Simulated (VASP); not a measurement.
# CuO (C2/c) in VASP: relaxation of cell and atoms with PBE

Aim: the relaxation of cell and atoms of CuO with PBE.

Program: VASP 6.6.1. These are calculated values, not measurements. Logs are shortened: lines on timing, memory, paths and dates and some standing lists are left out, and cuts for length are marked.

## Step 1: The cell of the first run

It takes space group C2/c (No. 15, monoclinic). The conventional cell has a = 4.684 Å, b = 3.423 Å, c = 5.129 Å, α = 90.00°, β = 99.54°, γ = 90.00°. Within 2.6 Å of Cu (site symmetry -1) lie 4 O at 1.95 to 1.96 Å. Within 3.0 Å of O (site symmetry 2) lie 6 Cu at 1.95 to 2.78 Å and 6 O at 2.62 to 2.90 Å.

## Step 2: Relaxation of cell and atoms, PBE, target pressure 10 GPa, at which the enthalpy is minimised

Input file INCAR:

```
PREC = Accurate ; ENCUT = 600
EDIFF = 1E-6 ; ISMEAR = -1
SIGMA = 0.1 ; LREAL = False
LASPH = True ; NELM = 60
ALGO = Normal ; ISIF = 3
LWAVE = False ; LCHARG = False
GGA = PE ; IBRION = 2
NSW = 80 ; EDIFFG = -0.01
PSTRESS = 100.0
```

Input file KPOINTS:

```
Automatic mesh
0
Gamma
  9 9 5
```

Input file POSCAR:

```
CuO
1.0
    2.3418500000     -1.7113000000      0.0000000000
    2.3418500000      1.7113000000      0.0000000000
   -0.8500270000      0.0000000000      5.0578690000
Cu O
2 2
Direct
    0.0000000000      0.5000000000      0.0000000000
    0.5000000000      0.0000000000      0.5000000000
    0.5816000000      0.4184000000      0.2500000000
    0.4184000000      0.5816000000      0.7500000000
```

Potentials or basis: VASP PAW PBE potentials, release 64 (Cu, O).

Command:

```console
> cat potpaw_PBE.64/Cu/POTCAR potpaw_PBE.64/O/POTCAR > POTCAR
> mpirun -np 1 vasp_std > vasp.out
```

OUTCAR:

```text
PREC = Accurate
   ENCUT = 600
   EDIFF = 1E-6
   ISMEAR = -1
   LREAL = False
   LASPH = True
   NELM = 60
   ISIF = 3
   GGA = PE
   IBRION = 2
   NSW = 80
   EDIFFG = -0.01
   PSTRESS = 100.0

 ion  position               nearest neighbor table
   1  0.000  0.500  0.000-   3 1.95   4 1.95   4 1.96   3 1.96
   2  0.500  0.000  0.500-   4 1.95   3 1.95   4 1.96   3 1.96
   3  0.582  0.418  0.250-   2 1.95   1 1.95   2 1.96   1 1.96
   4  0.418  0.582  0.750-   1 1.95   2 1.95   2 1.96   1 1.96

  LATTYP: Found a base centered monoclinic cell.
 ALAT       =     4.6837000000
 B/A-ratio  =     0.7307470589
 C/A-ratio  =     1.0950316075
 COS(beta)  =    -0.1657360545

  Lattice vectors:

 A1 = (   2.3418500000,  -1.7113000000,   0.0000000000)
 A2 = (   2.3418500000,   1.7113000000,   0.0000000000)
 A3 = (  -0.8500270000,   0.0000000000,   5.0578690000)

Analysis of symmetry for initial positions (statically):
=====================================================================
 Subroutine PRICEL returns:
 Original cell was already a primitive cell.

 Routine SETGRP: Setting up the symmetry group for a
 base centered monoclinic supercell.

 Subroutine GETGRP returns: Found  4 space group operations
 (whereof  2 operations were pure point group operations)
 out of a pool of  4 trial point group operations.

The static configuration has the point symmetry S_2 .
 The point group associated with its full space group is C_2h.

Analysis of symmetry for dynamics (positions and initial velocities):
=====================================================================
 Subroutine PRICEL returns:
 Original cell was already a primitive cell.

 Routine SETGRP: Setting up the symmetry group for a
 base centered monoclinic supercell.

 Subroutine GETGRP returns: Found  4 space group operations
 (whereof  2 operations were pure point group operations)
 out of a pool of  4 trial point group operations.

The dynamic configuration has the point symmetry S_2 .
 The point group associated with its full space group is C_2h.

 Subroutine INISYM returns: Found  4 space group operations
 (whereof  2 operations are pure point group operations),
 and found     1 'primitive' translations

----------------------------------------------------------------------------------------

                                     Primitive cell

  volume of cell :      40.5399

  direct lattice vectors                    reciprocal lattice vectors
     2.341850000 -1.711300000  0.000000000     0.213506416 -0.292175539  0.035881953
     2.341850000  1.711300000  0.000000000     0.213506416  0.292175539  0.035881953
    -0.850027000  0.000000000  5.057869000     0.000000000  0.000000000  0.197711724

  length of vectors
     2.900484289  2.900484289  5.128799540     0.363646875  0.363646875  0.197711724

  position of ions in fractional coordinates (direct lattice)
     1.000000000  0.500000000  0.000000000
     0.500000000  1.000000000  0.500000000
     0.581600000  0.418400000  0.250000000
     0.418400000  0.581600000  0.750000000

  ion indices of the primitive-cell ions
   primitive index   ion index
                 1           1
                 2           2
                 3           3
                 4           4

----------------------------------------------------------------------------------------

 KPOINTS: Automatic mesh

Automatic generation of k-mesh.
 Grid dimensions read from file:
 generate k-points for:    9    9    5

 Generating k-lattice:

  Cartesian coordinates                     Fractional coordinates (reciprocal lattice)
     0.023722935 -0.032463949  0.003986884     0.111111111  0.000000000  0.000000000
     0.023722935  0.032463949  0.003986884     0.000000000  0.111111111  0.000000000
     0.000000000  0.000000000  0.039542345     0.000000000  0.000000000  0.200000000

  Length of vectors
     0.040405208  0.040405208  0.039542345

  Shift w.r.t. Gamma in fractional coordinates (k-lattice)
     0.000000000  0.000000000  0.000000000

 Subroutine IBZKPT returns following result:
 ===========================================

 Found    115 irreducible k-points:

 Following reciprocal coordinates:
            Coordinates               Weight
  0.000000  0.000000  0.000000      1.000000
  0.111111 -0.000000  0.000000      4.000000
  0.222222  0.000000  0.000000      4.000000
  0.333333  0.000000  0.000000      4.000000
  0.444444  0.000000  0.000000      4.000000
  0.111111  0.111111  0.000000      2.000000
[... 16 lines left out ...]
 -0.333333  0.333333  0.000000      2.000000
  0.444444  0.444444  0.000000      2.000000
 [... further k-points ...]
   k-points           NKPTS =    115   k-points in BZ     NKDIM =    115   number of bands    NBANDS=     21
   number of dos      NEDOS =    301   number of ions     NIONS =      4
   total plane-waves  NPLWV =  24192
   dimension x,y,z NGX =    24 NGY =   24 NGZ =   42
   dimension x,y,z NGXF=    48 NGYF=   48 NGZF=   84
   ions per type =               2   2
   NGX,Y,Z   is equivalent  to a cutoff of  13.76, 13.76, 13.61 a.u.
   NGXF,Y,Z  is equivalent  to a cutoff of  27.51, 27.51, 27.23 a.u.
 SYSTEM =  unknown system
   PREC   = accura    normal or accurate (medium, high low for compatibility)
   ISTART =      0    job   : 0-new  1-cont  2-samecut
   ICHARG =      2    charge: 1-file 2-atom 10-const
   ISPIN  =      1    spin polarized calculation?
   LNONCOLLINEAR =      F non collinear calculations
   LSORBIT =      F    spin-orbit coupling
   LASPH  =      T    aspherical Exc in radial PAW
   ENCUT  =  600.0 eV  44.10 Ry    6.64 a.u.   5.79  5.79 10.24*2*pi/ulx,y,z
   NELM   =     60;   NELMIN=  2; NELMDL= -5     # of ELM steps
   EDIFF  = 0.1E-05   stopping-criterion for ELM
   LREAL  =      F    real-space projection
   EDIFFG = -.1E-01   stopping-criterion for IOM
   NSW    =     80    number of steps for IOM
   IBRION =      2    ionic relax: 0-MD 1-quasi-New 2-CG
   NFREE  =      1    steps in history (QN), initial steepest desc. (CG)
   ISIF   =      3    stress and relaxation
   ISYM   =      2    0-nonsym 1-usesym 2-fastsym
   POTIM  = 0.5000    time-step for ionic-motion
   TEBEG  =    0.0;   TEEND  =   0.0 temperature during run
   PSTRESS=  100.0 pullay stress
   NELECT =      34.0000    total number of electrons
   NUPDOWN=      -1.0000    fix difference up-down
   EMIN   =  10.00;   EMAX   =-10.00  energy-range for DOS
   EFERMI =   0.00;   METHOD = LEGACY
   ISMEAR =    -1;   SIGMA  =   0.10  broadening in eV -4-tet -1-fermi 0-gaus
   EFERMI_NEDOS =   21; number of points for ismear=-14 and -15
   IALGO  =     38    algorithm
   IMIX   =      4    mixing-type and parameters
     AMIX     =   0.40;   BMIX     =  1.00
     AMIX_MAG =   1.60;   BMIX_MAG =  1.00
  volume/ion in A,a.u.               =      10.13        68.39
  Fermi-wavevector in a.u.,A,eV,Ry     =   1.543856  2.917465 32.429381  2.383492
  Thomas-Fermi vector in A             =   2.649460
   LORBIT       =      0    0 simple, 1 ext, 2 COOP (PROOUT), +10 PAW based schemes
   GGA     = PE    functional components
   LHFCALC =     F    Hartree Fock is set to
   AEXX    =    0.0000 exact exchange contribution
   IVDW    =     0    specifies the selected vdW correction
   LEPSILON=     F    determine dielectric tensor
   LRPA    =     F    only Hartree local field effects (RPA)
 conjugate gradient relaxation of ions
 non-spin polarized calculation
  energy-cutoff  :      600.00
  volume of cell :       40.54
 maximum number of plane-waves:      1365
   NGX = 11   NGY = 11   NGZ = 21

--------------------------------------- Ionic step        1  -------------------------------------------

 number of electron      33.9999983 magnetization

 Free energy of the ion-electron system (eV)
  ---------------------------------------------------
  ext. energy  EPLUGINS =         0.00000000
  ---------------------------------------------------
  free energy    TOTEN  =       -19.56375340 eV

  energy without entropy =      -19.49084799  energy(sigma->0) =      -19.52730069

------------------------ aborting loop because EDIFF is reached ----------------------------------------

  FORCE on cell =-STRESS in cart. coord.  units (eV):
  Direction    XX          YY          ZZ          XY          YZ          ZX
  --------------------------------------------------------------------------------------
  -------------------------------------------------------------------------------------
  Total        1.5718111      1.8229657      1.4500697      0.0000000      0.0000000     -0.2753915
  in kB       62.1195276     72.0454044     57.3081846      0.0000000      0.0000000    -10.8837456
  external PRESSURE =     -36.1756278 kB  Pullay stress =     100.0000000 kB
[... 99 lines left out ...]
  FREE ENERGIE OF THE ION-ELECTRON SYSTEM (eV)
  ---------------------------------------------------
  free  energy   TOTEN  =       -19.5255577962 eV

  energy  without entropy=      -19.4540906157  energy(sigma->0) =      -19.48982421

  enthalpy is  TOTEN    =       -17.0449064615 eV   P V=        2.4806513347

[... ionic steps 4 to 32 ...]

--------------------------------------- Ionic step       33  -------------------------------------------

 number of electron      34.0000005 magnetization

------------------------ aborting loop because EDIFF is reached ----------------------------------------

  FORCE on cell =-STRESS in cart. coord.  units (eV):
  Direction    XX          YY          ZZ          XY          YZ          ZX
  --------------------------------------------------------------------------------------
  -------------------------------------------------------------------------------------
  Total        2.4836080      2.5272728      2.5850433      0.0000000      0.0000000      0.0584513
  in kB       97.3755311     99.0875131    101.3525378      0.0000000      0.0000000      2.2917159
  external PRESSURE =      -0.7281393 kB  Pullay stress =     100.0000000 kB
[... 65 lines left out ...]
  enthalpy is  TOTEN    =       -17.0536140245 eV   P V=        2.5480562914

--------------------------------------- Ionic step       35  -------------------------------------------

 number of electron      34.0000006 magnetization

 Free energy of the ion-electron system (eV)
  ---------------------------------------------------
  ext. energy  EPLUGINS =         0.00000000
  ---------------------------------------------------
  free energy    TOTEN  =       -19.60433390 eV

  energy without entropy =      -19.53068935  energy(sigma->0) =      -19.56751162

 E-fermi :   5.7636     XC(G=0): -11.8305

 val. band max:        5.7622349705   @ k =   0.1111  -0.0000   0.2000
 cond. band min:       5.7746098196   @ k =  -0.2222  -0.2222   0.4000
 fundamental gap:      0.0123748491
 Fermi energy:         5.7635799709

 k-point     1 :       0.0000    0.0000    0.0000
  band No.  band energies     occupation
      1     -14.3910      2.00000
      2     -13.0130      2.00000
      3      -2.6750      2.00000
      4       0.0056      2.00000
      5       0.2932      2.00000
      6       2.0487      2.00000
[... 550 lines left out ...]
      5      -0.4404      2.00000
      6       0.1543      2.00000
[... 13 lines left out ...]
     20      12.8115      0.00000
     21      14.5492      0.00000

 [... further k-points ...]

------------------------ aborting loop because EDIFF is reached ----------------------------------------

  FORCE on cell =-STRESS in cart. coord.  units (eV):
  Direction    XX          YY          ZZ          XY          YZ          ZX
  --------------------------------------------------------------------------------------
  -------------------------------------------------------------------------------------
  Total        2.5179697      2.5246207      2.5524701      0.0000000      0.0000000     -0.0079643
  in kB       98.7184660     98.9792243    100.0710748      0.0000000      0.0000000     -0.3122460
  external PRESSURE =      -0.7437449 kB  Pullay stress =     100.0000000 kB
[... 19 lines left out ...]
  FREE ENERGIE OF THE ION-ELECTRON SYSTEM (eV)
  ---------------------------------------------------
  free  energy   TOTEN  =       -19.6043338962 eV

  energy  without entropy=      -19.5306893481  energy(sigma->0) =      -19.56751162

  enthalpy is  TOTEN    =       -17.0536766564 eV   P V=        2.5506572398

 reached required accuracy - stopping structural energy minimisation
```

Wall time 42 min (1 thread of Intel Xeon 8259CL, shared host); peak memory 0.26 GiB.

Results:

| Quantity | Value |
| --- | --- |
| Free energy | -19.6043 eV |
| Relaxed volume | 10.22 Å³/atom |
| Relaxed cell | a = 2.873 Å, b = 2.873 Å, c = 5.115 Å, α = 96.42°, β = 96.42°, γ = 78.05° |
| Space group after relaxing (to 0.1 Å) | C2/c (No. 15) |
| Energy change on relaxing (the run minimises the enthalpy) | -10.1 meV/atom |
| Ionic steps | 35 |
| Pressure after relaxing | 9.9 GPa |
| Largest force after relaxing | 0.004 eV/Å |
| Band gap on the k mesh | zero (bands 17 and 18 overlap by 0.67 eV) |

Forces in eV/Å, atoms in the order of the input:
```
Cu   0.000  0.000  0.000
Cu   0.000  0.000  0.000
O    0.000  0.004  0.000
O    0.000 -0.004  0.000
```

Stress tensor (GPa, compression positive):
```
 9.87  0.00 -0.03
 0.00  9.90  0.00
-0.03  0.00 10.01
```

The path:
| step | energy change (eV) | largest force (eV/Å) | pressure (GPa) | volume (Å³) |
| --- | --- | --- | --- | --- |
| 1 | 0.0000 | 0.2170 | 6.38 | 40.54 |
| 2 | 0.0770 | 0.0047 | 13.46 | 39.21 |
| 3 | 0.0382 | 0.0962 | 10.47 | 39.74 |
| 4 | 0.0332 | 0.0379 | 10.21 | 39.79 |
| 5 | 0.0315 | 0.0102 | 10.24 | 39.82 |
| 6 | 0.0254 | 0.0241 | 9.69 | 39.91 |
| 7 | 0.0198 | 0.0347 | 9.34 | 40.00 |
| 8 | 0.0195 | 0.0346 | 9.49 | 40.00 |
| 9 | 0.0187 | 0.0363 | 9.61 | 40.00 |
| 10 | 0.0172 | 0.0403 | 9.86 | 40.01 |
| 11 | 0.0152 | 0.0487 | 10.25 | 40.03 |
| 12 | 0.0142 | 0.0654 | 11.31 | 40.05 |
| 13 | 0.0142 | 0.0544 | 10.67 | 40.04 |
| 14 | 0.0099 | 0.0552 | 10.52 | 40.10 |
| 15 | -0.0028 | 0.0551 | 10.15 | 40.29 |
| 16 | -0.0262 | 0.0505 | 9.33 | 40.66 |
| 17 | -0.0198 | 0.0519 | 9.66 | 40.56 |
| 18 | -0.0221 | 0.0501 | 9.60 | 40.59 |
| 19 | -0.0242 | 0.0298 | 9.84 | 40.62 |
| 20 | -0.0267 | 0.0072 | 10.22 | 40.66 |
| 21 | -0.0262 | 0.0031 | 10.07 | 40.65 |
| 22 | -0.0276 | 0.0077 | 10.16 | 40.67 |
| 23 | -0.0319 | 0.0224 | 9.94 | 40.74 |
| 24 | -0.0312 | 0.0190 | 10.04 | 40.73 |
| 25 | -0.0332 | 0.0161 | 9.99 | 40.76 |
| 26 | -0.0390 | 0.0110 | 9.59 | 40.85 |
| 27 | -0.0374 | 0.0133 | 9.62 | 40.82 |
| 28 | -0.0375 | 0.0105 | 9.80 | 40.82 |
| 29 | -0.0378 | 0.0100 | 9.73 | 40.83 |
| 30 | -0.0383 | 0.0048 | 9.73 | 40.84 |
| 31 | -0.0392 | 0.0051 | 9.82 | 40.85 |
| 32 | -0.0410 | 0.0239 | 9.87 | 40.88 |
| 33 | -0.0403 | 0.0200 | 9.93 | 40.86 |
| 34 | -0.0379 | 0.0097 | 10.24 | 40.82 |
| 35 | -0.0406 | 0.0044 | 9.93 | 40.87 |

Final structure:
```
Cu O
1.0
     2.23181   -1.80882    0.01584
     2.23181    1.80882    0.01584
    -0.77228    0.00000    5.05604
Cu O
2 2
Direct
  0.00000 0.50000 0.00000
  0.50000 0.00000 0.50000
  0.55541 0.44459 0.25000
  0.44459 0.55541 0.75000
```

Levels at points of the mesh, in eV from the Fermi level:
```tsv
k point	band 13	band 14	band 15	band 16	band 17	band 18	band 19	band 20	band 21
(0.00, 0.00, 0.00)	-2.51	-2.38	-2.37	-1.85	0.34	0.88	1.69	6.03	7.92
```

Caveat: the cell is relaxed towards a set pressure, so the run minimises the enthalpy, not the energy; semilocal functionals often make such compounds metallic where correlation or magnetic order opens a gap, which also shifts bond lengths. With open d or f shells a metallic result of PBE can be an artefact of self-interaction; +U or a hybrid may open a gap.
